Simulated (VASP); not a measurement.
Here is a VASP 6.6.1 calculation.

INCAR

```
SYSTEM = SiC
  PREC = Accurate
  ENCUT = 600
  EDIFF = 1E-6
  ISMEAR = 0
  SIGMA = 0.02
  LREAL = .False.
  LASPH = .True.
  NELM = 120
  ALGO = Normal
  ISIF = 2
  LWAVE = .False.
  LCHARG = .False.
  GGA = CA
  NBANDS = 11
  GGA_COMPAT = .False.
```

Contents of KPOINTS:

```
Automatic mesh
0
Gamma
  8 8 8
  0 0 0
```

Contents of POSCAR:

```
SiC
1.0
    0.0000000000      2.1640000000      2.1640000000
    2.1640000000      0.0000000000      2.1640000000
    2.1640000000      2.1640000000      0.0000000000
C Si
1 1
Direct
    0.0000000000      0.0000000000      0.0000000000
    0.2500000000      0.2500000000      0.2500000000
```

Potentials or basis: VASP PAW LDA potentials, release 64 (C, Si).

Command:

```console
$ cat potpaw_LDA.64/C/POTCAR potpaw_LDA.64/Si/POTCAR > POTCAR
$ mpirun -np 1 vasp_std > vasp.out
```

Problem. Predict the band gap on the k mesh.

Solution. 1.29 eV, indirect (least direct gap 4.52 eV).

Problem. What does it give for the pressure?

Solution. 0.4 GPa.

 A k mesh can miss the band edges.
